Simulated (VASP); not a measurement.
# NaI (Pm) in VASP: a series of runs

NaI is run at these levels: LDA; tasks: single point.

Everything below comes from runs of VASP 6.6.1. Logs are shortened: lines on timing, memory, paths and dates and some standing lists are left out, and cuts for length are marked.

## (1) The cell of the first run

The structure is monoclinic, space group Pm (No. 6). Conventional cell: a = 4.622 Å, b = 4.270 Å, c = 7.798 Å, α = 90.00°, β = 90.00°, γ = 90.00°. Na (site symmetry m) has 4 I at 3.09 to 3.21 Å within 4.1 Å. Within 4.1 Å of Na (site symmetry m) lie 4 I at 3.10 to 3.22 Å. Within 4.1 Å of I (site symmetry m) lie 4 Na at 3.10 to 3.22 Å. Within 4.1 Å of I (site symmetry m) lie 4 Na at 3.09 to 3.21 Å.

## (2) Single point, LDA

Input file INCAR:

```
PREC     = Accurate       # precision mode
ENCUT    = 520            # plane-wave cutoff, eV
EDIFF    = 1E-6           # SCF threshold, eV
ISMEAR   = 0              # smearing method
SIGMA    = 0.05           # smearing width, eV
LREAL    = F              # projectors in reciprocal space
LASPH    = T              # aspherical terms in the spheres
NELM     = 100            # most SCF steps
ALGO     = Normal         # electronic algorithm
ISIF     = 2              # what is computed and relaxed
LWAVE    = F              # write WAVECAR
LCHARG   = F              # write CHGCAR
NBANDS   = 22             # bands
```

Input file KPOINTS:

```
Automatic mesh
0
Gamma
  6 6 4
```

Input file POSCAR:

```
NaI
1.0
    4.6222093067      0.0000000000      0.0000000000
    0.0000000000      4.2697016003      0.0000000000
    0.0000000000      0.0000000000      7.7983840000
Na I
2 2
Direct
    0.2678506640      0.5000000000      0.2589676159
    0.7678506640      0.5000000000      0.7089056159
    0.2500000000      0.0000000000      0.7424270000
    0.7500000000      0.0000000000      0.2575730000
```

Potentials or basis: VASP PAW LDA potentials, release 64 (Na_pv, I).

Run with:

```bash
$ cat potpaw_LDA.64/Na_pv/POTCAR potpaw_LDA.64/I/POTCAR > POTCAR
$ mpirun -np 1 vasp_std > vasp.out
```

OUTCAR:

```text
PREC = Accurate
   ENCUT = 520
   EDIFF = 1E-6
   ISMEAR = 0
   LREAL = F
   LASPH = T
   NELM = 100
   ISIF = 2

 ion  position               nearest neighbor table
   1  0.268  0.500  0.259-   4 3.09   4 3.09
   2  0.768  0.500  0.709-   3 3.10   3 3.10
   3  0.250  0.000  0.742-   2 3.10   2 3.10
   4  0.750  0.000  0.258-   1 3.09   1 3.09

  LATTYP: Found a simple orthorhombic cell.
 ALAT       =     4.2697016003
 B/A-ratio  =     1.0825602675
 C/A-ratio  =     1.8264470752

  Lattice vectors:

 A1 = (   0.0000000000,  -4.2697016003,   0.0000000000)
 A2 = (   4.6222093067,   0.0000000000,   0.0000000000)
 A3 = (   0.0000000000,   0.0000000000,   7.7983840000)

Analysis of symmetry for initial positions (statically):
=====================================================================
 Subroutine PRICEL returns:
 Original cell was already a primitive cell.

 Routine SETGRP: Setting up the symmetry group for a
 simple orthorhombic supercell.

 Subroutine GETGRP returns: Found  2 space group operations
 (whereof  2 operations were pure point group operations)
 out of a pool of  8 trial point group operations.

The static configuration has the point symmetry C_1h.

Analysis of symmetry for dynamics (positions and initial velocities):
=====================================================================
 Subroutine PRICEL returns:
 Original cell was already a primitive cell.

 Routine SETGRP: Setting up the symmetry group for a
 simple orthorhombic supercell.

 Subroutine GETGRP returns: Found  2 space group operations
 (whereof  2 operations were pure point group operations)
 out of a pool of  8 trial point group operations.

The dynamic configuration has the point symmetry C_1h.

 Subroutine INISYM returns: Found  2 space group operations
 (whereof  2 operations are pure point group operations),
 and found     1 'primitive' translations

----------------------------------------------------------------------------------------

                                     Primitive cell

  volume of cell :     153.9047

  direct lattice vectors                    reciprocal lattice vectors
     4.622209307  0.000000000  0.000000000     0.216346758  0.000000000  0.000000000
     0.000000000  4.269701600  0.000000000     0.000000000  0.234208405  0.000000000
     0.000000000  0.000000000  7.798384000     0.000000000  0.000000000  0.128231695

  length of vectors
     4.622209307  4.269701600  7.798384000     0.216346758  0.234208405  0.128231695

  position of ions in fractional coordinates (direct lattice)
     0.267850664  0.500000000  0.258967616
     0.767850664  0.500000000  0.708905616
     0.250000000  0.000000000  0.742427000
     0.750000000  0.000000000  0.257573000

  ion indices of the primitive-cell ions
   primitive index   ion index
                 1           1
                 2           2
                 3           3
                 4           4

----------------------------------------------------------------------------------------

 KPOINTS: Automatic mesh

Automatic generation of k-mesh.
 Grid dimensions read from file:
 generate k-points for:    6    6    4

 Generating k-lattice:

  Cartesian coordinates                     Fractional coordinates (reciprocal lattice)
     0.036057793  0.000000000  0.000000000     0.166666667  0.000000000  0.000000000
     0.000000000  0.039034734  0.000000000     0.000000000  0.166666667  0.000000000
     0.000000000  0.000000000  0.032057924     0.000000000  0.000000000  0.250000000

  Length of vectors
     0.036057793  0.039034734  0.032057924

  Shift w.r.t. Gamma in fractional coordinates (k-lattice)
     0.000000000  0.000000000  0.000000000

 Subroutine IBZKPT returns following result:
 ===========================================

 Found     56 irreducible k-points:

 Following reciprocal coordinates:
            Coordinates               Weight
  0.000000  0.000000  0.000000      1.000000
  0.166667  0.000000  0.000000      2.000000
  0.333333  0.000000  0.000000      2.000000
  0.500000  0.000000  0.000000      1.000000
  0.000000  0.166667  0.000000      2.000000
  0.166667  0.166667  0.000000      4.000000
[... 16 lines left out ...]
  0.000000  0.166667  0.250000      4.000000
  0.166667  0.166667  0.250000      4.000000
 [... further k-points ...]
   k-points           NKPTS =     56   k-points in BZ     NKDIM =     56   number of bands    NBANDS=     22
   number of dos      NEDOS =    301   number of ions     NIONS =      4
   total plane-waves  NPLWV =  69120
   dimension x,y,z NGX =    36 NGY =   32 NGZ =   60
   dimension x,y,z NGXF=    72 NGYF=   64 NGZF=  120
   ions per type =               2   2
   NGX,Y,Z   is equivalent  to a cutoff of  12.95, 12.46, 12.79 a.u.
   NGXF,Y,Z  is equivalent  to a cutoff of  25.90, 24.92, 25.58 a.u.
 SYSTEM =  unknown system
   PREC   = accura    normal or accurate (medium, high low for compatibility)
   ISTART =      0    job   : 0-new  1-cont  2-samecut
   ICHARG =      2    charge: 1-file 2-atom 10-const
   ISPIN  =      1    spin polarized calculation?
   LNONCOLLINEAR =      F non collinear calculations
   LSORBIT =      F    spin-orbit coupling
   LASPH  =      T    aspherical Exc in radial PAW
   ENCUT  =  520.0 eV  38.22 Ry    6.18 a.u.   8.59  7.94 14.50*2*pi/ulx,y,z
   NELM   =    100;   NELMIN=  2; NELMDL= -5     # of ELM steps
   EDIFF  = 0.1E-05   stopping-criterion for ELM
   LREAL  =      F    real-space projection
   EDIFFG = 0.1E-04   stopping-criterion for IOM
   NSW    =      0    number of steps for IOM
   IBRION =     -1    ionic relax: 0-MD 1-quasi-New 2-CG
   NFREE  =      0    steps in history (QN), initial steepest desc. (CG)
   ISIF   =      2    stress and relaxation
   ISYM   =      2    0-nonsym 1-usesym 2-fastsym
   POTIM  = 0.5000    time-step for ionic-motion
   TEBEG  =    0.0;   TEEND  =   0.0 temperature during run
   PSTRESS=    0.0 pullay stress
   NELECT =      28.0000    total number of electrons
   NUPDOWN=      -1.0000    fix difference up-down
   EMIN   =  10.00;   EMAX   =-10.00  energy-range for DOS
   EFERMI =   0.00;   METHOD = LEGACY
   ISMEAR =     0;   SIGMA  =   0.05  broadening in eV -4-tet -1-fermi 0-gaus
   EFERMI_NEDOS =   21; number of points for ismear=-14 and -15
   IALGO  =     38    algorithm
   IMIX   =      4    mixing-type and parameters
     AMIX     =   0.40;   BMIX     =  1.00
     AMIX_MAG =   1.60;   BMIX_MAG =  1.00
  volume/ion in A,a.u.               =      38.48       259.65
  Fermi-wavevector in a.u.,A,eV,Ry     =   0.927635  1.752975 11.707893  0.860506
  Thomas-Fermi vector in A             =   2.053725
   LORBIT       =      0    0 simple, 1 ext, 2 COOP (PROOUT), +10 PAW based schemes
   GGA     = CA    functional components
   LHFCALC =     F    Hartree Fock is set to
   AEXX    =    0.0000 exact exchange contribution
   IVDW    =     0    specifies the selected vdW correction
   LEPSILON=     F    determine dielectric tensor
   LRPA    =     F    only Hartree local field effects (RPA)
 non-spin polarized calculation
 Gauss-broadening in eV      SIGMA  =   0.05
  energy-cutoff  :      520.00
  volume of cell :      153.90
 maximum number of plane-waves:      4184
 NGX is ok and might be reduce to    36
   NGX = 17   NGY = 15   NGZ = 29

 number of electron      27.9999999 magnetization

 Free energy of the ion-electron system (eV)
  ---------------------------------------------------
  ext. energy  EPLUGINS =         0.00000000
  ---------------------------------------------------
  free energy    TOTEN  =       -11.37706909 eV

  energy without entropy =      -11.37706909  energy(sigma->0) =      -11.37706909

 E-fermi :   0.6702     XC(G=0):  -7.5296

 val. band max:        0.3600552240   @ k =   0.0000   0.5000   0.0000
 cond. band min:       2.8278322726   @ k =   0.0000   0.0000   0.0000
 fundamental gap:      2.4677770486
 Fermi energy:         0.6701523160

 k-point     1 :       0.0000    0.0000    0.0000
  band No.  band energies     occupation
      1     -22.8452      2.00000
      2     -22.8076      2.00000
      3     -22.8059      2.00000
      4     -22.7843      2.00000
      5     -22.7463      2.00000
      6     -22.7440      2.00000
[... 14 lines left out ...]
     21       8.0031      0.00000
     22       8.7025      0.00000

 k-point     2 :       0.1667    0.0000    0.0000
  band No.  band energies     occupation
      1     -22.8451      2.00000
      2     -22.8085      2.00000
      3     -22.8057      2.00000
      4     -22.7842      2.00000
      5     -22.7471      2.00000
      6     -22.7439      2.00000
[... 14 lines left out ...]
     21       8.3596      0.00000
     22       8.8688      0.00000

 k-point     3 :       0.3333    0.0000    0.0000
  band No.  band energies     occupation
      1     -22.8450      2.00000
      2     -22.8101      2.00000
      3     -22.8054      2.00000
      4     -22.7842      2.00000
      5     -22.7487      2.00000
      6     -22.7436      2.00000
[... 14 lines left out ...]
     21       8.6790      0.00000
     22       8.8003      0.00000

 k-point     4 :       0.5000    0.0000    0.0000
  band No.  band energies     occupation
      1     -22.8450      2.00000
      2     -22.8110      2.00000
      3     -22.8053      2.00000
      4     -22.7841      2.00000
      5     -22.7495      2.00000
      6     -22.7435      2.00000
[... 14 lines left out ...]
     21       8.3975      0.00000
     22       8.4717      0.00000

 k-point     5 :       0.0000    0.1667    0.0000
  band No.  band energies     occupation
      1     -22.8451      2.00000
      2     -22.8075      2.00000
      3     -22.8072      2.00000
      4     -22.7842      2.00000
      5     -22.7461      2.00000
      6     -22.7454      2.00000
[... 14 lines left out ...]
     21       8.2136      0.00000
     22       8.6009      0.00000

 k-point     6 :       0.1667    0.1667    0.0000
  band No.  band energies     occupation
      1     -22.8450      2.00000
      2     -22.8082      2.00000
      3     -22.8072      2.00000
      4     -22.7841      2.00000
      5     -22.7469      2.00000
      6     -22.7453      2.00000
[... 14 lines left out ...]
     21       7.8086      0.00000
     22       8.5161      0.00000

 k-point     7 :       0.3333    0.1667    0.0000
  band No.  band energies     occupation
      1     -22.8449      2.00000
      2     -22.8098      2.00000
      3     -22.8069      2.00000
      4     -22.7841      2.00000
      5     -22.7484      2.00000
      6     -22.7450      2.00000
[... 324 lines left out ...]
      6     -22.7436      2.00000
[... 14 lines left out ...]
     21       8.5194      0.00000
     22       8.6673      0.00000

 k-point    21 :       0.3333    0.0000   -0.2500
  band No.  band energies     occupation
      1     -22.8450      2.00000
      2     -22.8101      2.00000
      3     -22.8054      2.00000
      4     -22.7842      2.00000
      5     -22.7487      2.00000
      6     -22.7436      2.00000
[... 14 lines left out ...]
     21       8.5146      0.00000
     22       8.6706      0.00000

 k-point    22 :       0.5000    0.0000    0.2500
  band No.  band energies     occupation
      1     -22.8450      2.00000
      2     -22.8110      2.00000
      3     -22.8053      2.00000
      4     -22.7841      2.00000
      5     -22.7495      2.00000
      6     -22.7435      2.00000
[... 14 lines left out ...]
     21       8.2757      0.00000
     22       8.3437      0.00000

 k-point    23 :       0.0000    0.1667    0.2500
  band No.  band energies     occupation
      1     -22.8451      2.00000
      2     -22.8075      2.00000
      3     -22.8072      2.00000
      4     -22.7842      2.00000
      5     -22.7461      2.00000
      6     -22.7454      2.00000
[... 14 lines left out ...]
     21       8.1371      0.00000
     22       8.6827      0.00000

 k-point    24 :       0.1667    0.1667    0.2500
  band No.  band energies     occupation
      1     -22.8450      2.00000
      2     -22.8082      2.00000
      3     -22.8072      2.00000
      4     -22.7842      2.00000
      5     -22.7469      2.00000
      6     -22.7453      2.00000
[... 14 lines left out ...]
     21       7.8385      0.00000
     22       8.2772      0.00000

 [... further k-points ...]
[... 5 lines left out ...]
  --------------------------------------------------------------------------------------
  -------------------------------------------------------------------------------------
  Total       -1.6520748     -1.5999820     -0.8715100      0.0000000      0.0000000      0.0134905
  in kB      -17.1984196    -16.6561231     -9.0725884      0.0000000      0.0000000      0.1404385
  external PRESSURE =     -14.3090437 kB  Pullay stress =       0.0000000 kB

 VOLUME and BASIS-vectors are now :
 -----------------------------------------------------------------------------
  energy-cutoff  :      520.00
  volume of cell :      153.90
      direct lattice vectors                 reciprocal lattice vectors
     4.622209307  0.000000000  0.000000000     0.216346758  0.000000000  0.000000000
     0.000000000  4.269701600  0.000000000     0.000000000  0.234208405  0.000000000
     0.000000000  0.000000000  7.798384000     0.000000000  0.000000000  0.128231695

 POSITION                                       TOTAL-FORCE (eV/Angst)
 -----------------------------------------------------------------------------------
      1.23806      2.13485      2.01953        -0.098699      0.000000     -0.051092
      3.54917      2.13485      5.52832        -0.093069      0.000000      0.017411
      1.15555      0.00000      5.78973         0.092271      0.000000     -0.025084
      3.46666      0.00000      2.00865         0.099497      0.000000      0.058766
 -----------------------------------------------------------------------------------
    total drift:                               -0.000474      0.000000      0.000014

  FREE ENERGIE OF THE ION-ELECTRON SYSTEM (eV)
  ---------------------------------------------------
  free  energy   TOTEN  =       -11.3770690912 eV

  energy  without entropy=      -11.3770690912  energy(sigma->0) =      -11.37706909
```

It took 51 s on 1 thread of Intel Xeon 6975P-C (Granite Rapids), shared host; peak memory 0.29 GiB.

What came out:

```yaml
Free_energy: -11.3771 eV
Pressure: -1.4 GPa
Largest_force: 0.116 eV/Å
Band_gap_on_the_k_mesh: 2.47 eV, indirect (least direct gap 2.69 eV)
```

Forces in eV/Å, atoms in the order of the input:
```
Na  -0.099  0.000 -0.051
Na  -0.093  0.000  0.017
I    0.092  0.000 -0.025
I    0.099  0.000  0.059
```

Caveat: the cell differs from its parent crystal (all Na atoms moved -0.150 Å, as atom 1 towards its neighbour atom 2 (Na) at 4.202 Å); spin-orbit coupling is left out, which moves the levels of the heavy elements. A k mesh can miss the band edges.

## (3) Single point, LDA

INCAR is that of step 2.

Input file KPOINTS:

```
regular mesh
0
Gamma
  6 6 4
```

Changes to POSCAR since step 2:

```diff
@@ -8,4 +8,4 @@
 Direct
-    0.2678506640      0.5000000000      0.2589676159
-    0.7678506640      0.5000000000      0.7089056159
+    0.2232240040      0.5000000000      0.2991260762
+    0.7232240040      0.5000000000      0.7490640762
     0.2500000000      0.0000000000      0.7424270000
```

Potentials or basis: VASP PAW LDA potentials, release 64 (Na_pv, I).

Run with:

```bash
$ cat potpaw_LDA.64/Na_pv/POTCAR potpaw_LDA.64/I/POTCAR > POTCAR
$ mpirun -np 1 vasp_std > vasp.out
```

Run time: 57 s. Hardware: 1 thread of Intel Xeon 6975P-C (Granite Rapids), shared host; peak memory 0.31 GiB.

Results (log left out):

- Free energy: -11.3699 eV
- Pressure: -1.4 GPa
- Largest force: 0.165 eV/Å
- Band gap on the k mesh: 2.47 eV, indirect (least direct gap 2.70 eV)

Forces in eV/Å, atoms in the order of the input:
```
Na   0.136  0.000 -0.010
Na   0.149  0.000  0.063
I   -0.151  0.000 -0.068
I   -0.134  0.000  0.015
```

Stress tensor (GPa, compression positive):
```
-1.66  0.00  0.03
 0.00 -1.60  0.00
 0.03  0.00 -0.92
```

Levels at points of the mesh, in eV from the valence-band top:
```
           k point  band 12  band 13  band 14  band 15  band 16  band 17
(0.00, 0.00, 0.00)    -0.62    -0.31    -0.23     2.47     3.95     5.74
(0.50, 0.00, 0.00)    -1.07    -0.45    -0.31     4.98     5.03     5.79
(0.00, 0.50, 0.00)    -0.89    -0.50     0.00     3.62     4.88     5.32
(0.50, 0.50, 0.00)    -1.72    -0.79    -0.70     3.81     3.93     5.25
(0.00, 0.00, 0.50)    -0.84    -0.54    -0.39     3.49     3.71     5.48
(0.50, 0.00, 0.50)    -0.71    -0.45    -0.31     4.21     4.25     6.18
(0.00, 0.50, 0.50)    -0.79    -0.78    -0.62     4.42     4.74     5.54
(0.50, 0.50, 0.50)    -1.91    -0.48    -0.41     3.41     3.50     6.00
```

Caveat: the cell differs from its parent crystal (all Na atoms moved +0.225 Å, as atom 1 towards its neighbour atom 2 (Na) at 4.202 Å); spin-orbit coupling is left out, which moves the levels of the heavy elements. A k mesh can miss the band edges.
